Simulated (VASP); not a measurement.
System: K7Mg7InF24 (a cell with a defect).

```
CELL_PARAMETERS angstrom
7.98254 0.00000 0.00000
0.00000 7.98254 0.00000
0.00000 0.00000 7.98254
ATOMIC_POSITIONS crystal
K 0.99476 0.99135 0.50237
K 0.00243 0.49312 0.00860
K 0.98768 0.50326 0.49830
K 0.50603 0.99955 0.00074
K 0.50587 0.99938 0.50184
K 0.50558 0.50311 0.00436
K 0.51020 0.49607 0.50033
In 0.25428 0.25471 0.25344
Mg 0.24862 0.24542 0.74727
Mg 0.25252 0.74182 0.24968
Mg 0.25974 0.74674 0.74760
Mg 0.74838 0.25095 0.26172
Mg 0.74837 0.25177 0.74212
Mg 0.75216 0.74425 0.25417
Mg 0.74976 0.74595 0.75325
F 0.24450 0.25377 0.99678
F 0.25487 0.25158 0.49971
F 0.25254 0.74924 0.99631
F 0.25311 0.74553 0.50380
F 0.75962 0.25431 0.99955
F 0.75332 0.25720 0.50024
F 0.75011 0.76042 0.00286
F 0.74363 0.74857 0.50330
F 0.99363 0.25538 0.25895
F 0.00981 0.25368 0.75407
F 0.00222 0.75797 0.25516
F 0.00390 0.75071 0.75615
F 0.48878 0.25419 0.24726
F 0.50858 0.25983 0.74482
F 0.50451 0.75356 0.24536
F 0.50627 0.74388 0.74706
F 0.25819 0.99961 0.24457
F 0.24736 0.00074 0.74547
F 0.24609 0.49965 0.25573
F 0.24573 0.50514 0.74582
F 0.74798 0.99932 0.24780
F 0.74240 0.00324 0.74829
F 0.74326 0.50226 0.24983
F 0.74010 0.50461 0.74520
```

Base run:

* Program: VASP 6.6.1
* Functional: PBEsol
* Dispersion: D4
* Potentials or basis: VASP PAW PBE potentials, release 64 (K_sv, In_d, Mg, F)
* Cutoff: 520 eV
* k mesh: 1 × 1 × 1, shifted
* Occupations: fermi-dirac, width 0.05 eV
* Spin: no spin polarisation

Its results: band gap on the k mesh 5.76 eV; pressure 1.8 GPa; largest force 5.169 eV/Å.

Problem. The run is repeated on the same cell with these changes: dispersion from D4 to none; occupations from fermi-dirac, width 0.05 eV to methfessel-paxton, width 0.05 eV. What comes out?

Solution. Band gap on the k mesh 5.76 eV; pressure 2.4 GPa; largest force 5.168 eV/Å.

Caveats: the PAW data sets were made with another functional, which shifts forces and pressure a little; spin-orbit coupling is left out, which moves the levels of the heavy elements.

A k mesh can miss the band edges.
